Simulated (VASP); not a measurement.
Crystal: Na2S.

```
S Na
1.0
     0.00000    3.25543    3.25543
     3.25543    0.00000    3.25543
     3.25543    3.25543    0.00000
S Na
1 2
Direct
  0.00000 0.00000 0.00000
  0.25000 0.25000 0.25000
  0.75000 0.75000 0.75000
```

Program: VASP 6.6.1. Alike in all runs: task single point; no spin polarisation; cell as given; smearing gaussian 0.01 eV. Hardware: 1 thread of Intel(R) Xeon(R) 6975P-C (Granite Rapids), on a shared host.

Problem. Order these runs on this cell by their wall time, lowest first.
A. level PBE; potentials or basis VASP PAW PBE potentials, release 64 (S, Na_pv); k mesh 6 × 6 × 6; cutoff (eV) 500
B. level HSE06; potentials or basis VASP PAW PBE potentials, release 64 (S, Na_pv); k mesh 4 × 4 × 4; cutoff (eV) 400; grid for exact exchange (PRECFOCK) Normal; screening parameter 0.2079 1/Å
C. level r2SCAN; potentials or basis VASP PAW PBE potentials, release 64 (S, Na_pv); k mesh 4 × 4 × 4; cutoff (eV) 550
D. level LDA; potentials or basis VASP PAW LDA potentials, release 64 (S, Na_pv); k mesh 4 × 4 × 4; cutoff (eV) 500

Solution. D (5.3 s), A (11 s), C (25 s), B (130 s).
